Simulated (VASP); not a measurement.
# SiC5 (F-43m) in VASP: single point with PBE

Aim: the single point of SiC5 with PBE.

All numbers are computed with VASP 6.6.1; they aren't measurements. Logs are shortened: lines on timing, memory, paths and dates and some standing lists are left out, and cuts for length are marked.

## (1) The cell of the first run

It takes space group F-43m (No. 216, cubic). The conventional cell has a = 6.124 Å, b = 6.124 Å, c = 6.124 Å, α = 90.00°, β = 90.00°, γ = 90.00°. Si (site symmetry -43m) has 16 C at 2.63 to 2.65 Å within 3.5 Å. Within 2.1 Å of C (site symmetry 3m) lie 3 C at 1.57 Å. C (site symmetry -43m) has 12 C at 2.50 Å and 4 Si at 2.65 Å within 3.3 Å.

The cell was generated, and may not be a known phase.

## (2) Single point, PBE, collinear spin

INCAR

```
SYSTEM = SiC5
  PREC = Accurate
  ENCUT = 1300
  EDIFF = 1E-6
  ISMEAR = 0
  SIGMA = 0.1
  LREAL = .FALSE.
  LASPH = .TRUE.
  NELM = 200
  ALGO = Normal
  ISIF = 2
  LWAVE = .FALSE.
  LCHARG = .FALSE.
  ISPIN = 2
  MAGMOM = 0 1 1 1 1 1
  LORBIT = 11
  GGA = PE
  NBANDS = 25
  GGA_COMPAT = .FALSE.
```

KPOINTS

```
regular mesh
0
G
  4 4 4
  0 0 0
```

POSCAR

```
SiC5
1.0
    0.0000000000      3.0619613775      3.0619613775
    3.0619613775      0.0000000000      3.0619613775
    3.0619613775      3.0619613775      0.0000000000
Si C
1 5
Direct
    0.5000000000      0.5000000000      0.5000000000
    0.2716144074      0.9094618642      0.9094618642
    0.9094618642      0.9094618642      0.9094618642
    0.2500000000      0.2500000000      0.2500000000
    0.9094618642      0.9094618642      0.2716144074
    0.9094618642      0.2716144074      0.9094618642
```

Potentials or basis: VASP PAW PBE potentials, release 64 (Si, C_h).

Started as:

```sh
$ cat potpaw_PBE.64/Si/POTCAR potpaw_PBE.64/C_h/POTCAR > POTCAR
$ mpirun -np 1 vasp_std > vasp.out
```

OUTCAR:

```text
SYSTEM = SiC5
   PREC = Accurate
   ENCUT = 1300
   EDIFF = 1E-6
   ISMEAR = 0
   LREAL = .FALSE.
   LASPH = .TRUE.
   NELM = 200
   ISIF = 2
   ISPIN = 2
   LORBIT = 11
   GGA = PE

 ion  position               nearest neighbor table
   1  0.500  0.500  0.500-
   2  0.272  0.909  0.909-
   3  0.909  0.909  0.909-
   4  0.250  0.250  0.250-
   5  0.909  0.909  0.272-
   6  0.909  0.272  0.909-

  LATTYP: Found a face centered cubic cell.
 ALAT       =     6.1239227550

  Lattice vectors:

 A1 = (   0.0000000000,   3.0619613775,   3.0619613775)
 A2 = (   3.0619613775,   0.0000000000,   3.0619613775)
 A3 = (   3.0619613775,   3.0619613775,   0.0000000000)

Analysis of symmetry for initial positions (statically):
=====================================================================
 Subroutine PRICEL returns:
 Original cell was already a primitive cell.

 Routine SETGRP: Setting up the symmetry group for a
 face centered cubic supercell.

 Subroutine GETGRP returns: Found 24 space group operations
 (whereof 24 operations were pure point group operations)
 out of a pool of 48 trial point group operations.

The static configuration has the point symmetry T_d .

Analysis of symmetry for dynamics (positions and initial velocities):
=====================================================================
 Subroutine PRICEL returns:
 Original cell was already a primitive cell.

 Routine SETGRP: Setting up the symmetry group for a
 face centered cubic supercell.

 Subroutine GETGRP returns: Found 24 space group operations
 (whereof 24 operations were pure point group operations)
 out of a pool of 48 trial point group operations.

The dynamic configuration has the point symmetry T_d .

Analysis of structural, dynamic, and magnetic symmetry:
=====================================================================
 Subroutine PRICEL returns:
 Original cell was already a primitive cell.

 Routine SETGRP: Setting up the symmetry group for a
 face centered cubic supercell.

 Subroutine GETGRP returns: Found 24 space group operations
 (whereof 24 operations were pure point group operations)
 out of a pool of 48 trial point group operations.

The overall configuration has the point symmetry T_d .

 Subroutine INISYM returns: Found 24 space group operations
 (whereof 24 operations are pure point group operations),
 and found     1 'primitive' translations

[... 116 lines left out ...]
 spin polarized calculation
 Gauss-broadening in eV      SIGMA  =   0.10
  energy-cutoff  :     1300.00
  volume of cell :       57.42
 maximum number of plane-waves:      6183
 NGX is ok and might be reduce to    54
   NGX = 25   NGY = 25   NGZ = 25

 number of electron      24.0000000 magnetization      -0.0007577

 number of electron      24.0000000 magnetization       0.0017372

 Free energy of the ion-electron system (eV)
  ---------------------------------------------------
  ext. energy  EPLUGINS =         0.00000000
  ---------------------------------------------------
  free energy    TOTEN  =       -32.05205501 eV

  energy without entropy =      -32.02938169  energy(sigma->0) =      -32.04071835

 E-fermi :   6.3068     XC(G=0): -11.4608

 val. band max:        6.3046833875   @ k =   0.5000   0.5000   0.0000
 cond. band min:       6.3142772060   @ k =   0.0000   0.0000   0.0000
 fundamental gap:      0.0095938185
 Fermi energy:         6.3068442679

 spin component 1

 k-point     1 :       0.0000    0.0000    0.0000
  band No.  band energies     occupation
      1     -13.7797      1.00000
      2      -4.7448      1.00000
      3      -2.1892      1.00000
      4      -2.1892      1.00000
      5      -2.1892      1.00000
      6       0.7432      1.00000
[... 205 lines left out ...]
     23      17.5091      0.00000
     24      17.9645      0.00000
 Fermi energy:         6.3068442679

 spin component 2

 k-point     1 :       0.0000    0.0000    0.0000
  band No.  band energies     occupation
      1     -13.7796      1.00000
      2      -4.7438      1.00000
      3      -2.1891      1.00000
      4      -2.1891      1.00000
      5      -2.1891      1.00000
      6       0.7443      1.00000
[... 205 lines left out ...]
     23      17.5093      0.00000
     24      17.9647      0.00000
 [bands above 24 left out]

------------------------ aborting loop because EDIFF is reached ----------------------------------------

  FORCE on cell =-STRESS in cart. coord.  units (eV):
  Direction    XX          YY          ZZ          XY          YZ          ZX
  --------------------------------------------------------------------------------------
  -------------------------------------------------------------------------------------
  Total       -0.1182146     -0.1182146     -0.1182146      0.0000000      0.0000000      0.0000000
  in kB       -3.2987745     -3.2987745     -3.2987745      0.0000000      0.0000000      0.0000000
  external PRESSURE =      -3.2987745 kB  Pullay stress =       0.0000000 kB

 VOLUME and BASIS-vectors are now :
 -----------------------------------------------------------------------------
  energy-cutoff  :     1300.00
  volume of cell :       57.42
      direct lattice vectors                 reciprocal lattice vectors
     0.000000000  3.061961377  3.061961377    -0.163294026  0.163294026  0.163294026
     3.061961377  0.000000000  3.061961377     0.163294026 -0.163294026  0.163294026
     3.061961377  3.061961377  0.000000000     0.163294026  0.163294026 -0.163294026

 POSITION                                       TOTAL-FORCE (eV/Angst)
 -----------------------------------------------------------------------------------
      3.06196      3.06196      3.06196         0.000000      0.000000      0.000000
      5.56947      3.61641      3.61641        -0.012819      0.012819      0.012819
      5.56947      5.56947      5.56947        -0.012819     -0.012819     -0.012819
      1.53098      1.53098      1.53098         0.000000      0.000000      0.000000
      3.61641      3.61641      5.56947         0.012819      0.012819     -0.012819
      3.61641      5.56947      3.61641         0.012819     -0.012819      0.012819
 -----------------------------------------------------------------------------------
    total drift:                               -0.000000     -0.000000     -0.000000

  FREE ENERGIE OF THE ION-ELECTRON SYSTEM (eV)
  ---------------------------------------------------
  free  energy   TOTEN  =       -32.0520550077 eV

  energy  without entropy=      -32.0293816873  energy(sigma->0) =      -32.04071835

 total charge

# of ion       s       p       d       tot
------------------------------------------
    1        0.955   0.413   0.000   1.368
    2        0.529   0.827   0.000   1.356
    3        0.529   0.827   0.000   1.356
    4        0.639   0.564   0.000   1.202
    5        0.529   0.827   0.000   1.356
    6        0.529   0.827   0.000   1.356
--------------------------------------------------
tot          3.710   4.285   0.000   7.994

 magnetization (x)

# of ion       s       p       d       tot
------------------------------------------
    1       -0.000   0.000   0.000   0.000
    2        0.000  -0.000   0.000   0.000
    3        0.000  -0.000   0.000   0.000
    4        0.000   0.000   0.000   0.000
    5        0.000  -0.000   0.000   0.000
    6        0.000  -0.000   0.000   0.000
--------------------------------------------------
tot          0.000   0.001   0.000   0.001
```

OSZICAR:

```text
N       E                     dE             d eps       ncg     rms          rms(c)
DAV:   1     0.881992373696E+02    0.88199E+02   -0.18731E+04   800   0.177E+03
[... 19 lines left out ...]
DAV:  21    -0.320520658044E+02    0.33172E-04   -0.92542E-04  1107   0.689E-02    0.868E-03
DAV:  22    -0.320520492759E+02    0.16529E-04   -0.19690E-03  1175   0.107E-01    0.519E-03
DAV:  23    -0.320520546573E+02   -0.53814E-05   -0.15042E-04   876   0.453E-02    0.308E-03
DAV:  24    -0.320520563327E+02   -0.16754E-05   -0.42839E-05  1111   0.186E-02    0.333E-03
DAV:  25    -0.320520554833E+02    0.84935E-06   -0.47745E-04  1123   0.487E-02    0.298E-03
DAV:  26    -0.320520549328E+02    0.55050E-06   -0.72437E-05  1003   0.214E-02    0.671E-04
DAV:  27    -0.320520550077E+02   -0.74904E-07   -0.57964E-06   769   0.862E-03
   1 F= -.32052055E+02 E0= -.32040718E+02  d E =-.226733E-01  mag=     0.0017
```

stdout:

```text
POSCAR found type information on POSCAR SiC
 POSCAR found :  2 types and       6 ions
 scaLAPACK will be used
 LDA part: xc-table for (Slater+PW92), standard interpolation
 POSCAR, INCAR and KPOINTS ok, starting setup
 FFT: planning ... GRIDC
 FFT: planning ... GRID_SOFT
 FFT: planning ... GRID
 WAVECAR not read
 entering main loop
```

Run time: 2.5 min. Hardware: 1 thread of Intel Xeon 6975P-C (Granite Rapids), shared host; peak memory 0.52 GiB.

Results:

```
Free energy                                           : -32.0521 eV
Pressure                                              : -0.3 GPa
Largest force                                         : 0.022 eV/Å
Band gap on the k mesh                                : zero (filled and empty bands overlap)
Net moment                                            : 0.00 μB per cell
Valence electrons inside the program's atomic spheres : Si 1.37; C 1.36, 1.20 (each value once)
```

Forces in eV/Å, atoms in the order of the input:
```
Si   0.000  0.000  0.000
C   -0.013  0.013  0.013
C   -0.013 -0.013 -0.013
C    0.000  0.000  0.000
C    0.013  0.013 -0.013
C    0.013 -0.013  0.013
```

Caveat: the k points lie up to 0.44 Å⁻¹ apart; semilocal functionals underestimate gaps, and a narrow one can read as zero.
